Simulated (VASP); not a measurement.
Runs of VASP 6.6.1 on Rh. The structure is that of space group P6_3/mmc (No. 194), or close to it. The cells are those of the table. 

```csv
task,level,potentials or basis,cell,cutoff (eV),gap on the mesh (eV),pressure (GPa),relaxed volume (Å³/atom)
single point,BLYP+D3(BJ),"VASP PAW PBE potentials, release 64 (Rh_pv)","a = 2.692, b = 2.692, c = 8.817 Å, angles 90.0, 90.0, 120.0°, 4 atoms",520,none,(a),-
single point,LDA,"VASP PAW LDA potentials, release 64 (Rh_pv)","a = 2.654, b = 2.654, c = 8.686 Å, angles 90.0, 90.0, 120.0°, 4 atoms",520,none,(b),-
relaxation of cell and atoms,LDA,"VASP PAW LDA potentials, release 64 (Rh_pv)","relaxed from a = 2.692, b = 2.692, c = 8.798 Å, angles 90.0, 90.0, 120.0°, 4 atoms",600,none,-0.1,13.28
relaxation of cell and atoms,BLYP+D3(BJ),"VASP PAW PBE potentials, release 64 (Rh_pv)","relaxed from a = 2.692, b = 2.692, c = 8.798 Å, angles 90.0, 90.0, 120.0°, 4 atoms",600,none,-0.1,13.87
relaxation of cell and atoms,PBEsol,"VASP PAW PBE potentials, release 64 (Rh_pv)","relaxed from a = 2.692, b = 2.692, c = 8.798 Å, angles 90.0, 90.0, 120.0°, 4 atoms",600,none,0.0,13.51
single point,PBEsol,"VASP PAW PBE potentials, release 64 (Rh_pv)","a = 2.672, b = 2.672, c = 8.747 Å, angles 90.0, 90.0, 120.0°, 4 atoms",520,none,-0.1,-
```

Alike in all rows: no spin polarisation; k mesh 10 × 10 × 3; smearing fermi-dirac 0.05 eV.

Problem. Estimate the missing entries.

Solution. (a) 0.6; (b) 0.9.

Caveats: the PAW data sets were made with another functional, which shifts forces and pressure a little (some runs); pairwise dispersion overbinds metals, which lowers pressure and volume (some runs).

A k mesh can miss the band edges, and the runs leave out spin-orbit coupling on Rh.

A gap of «none» marks levels without a gap at the run's occupations.
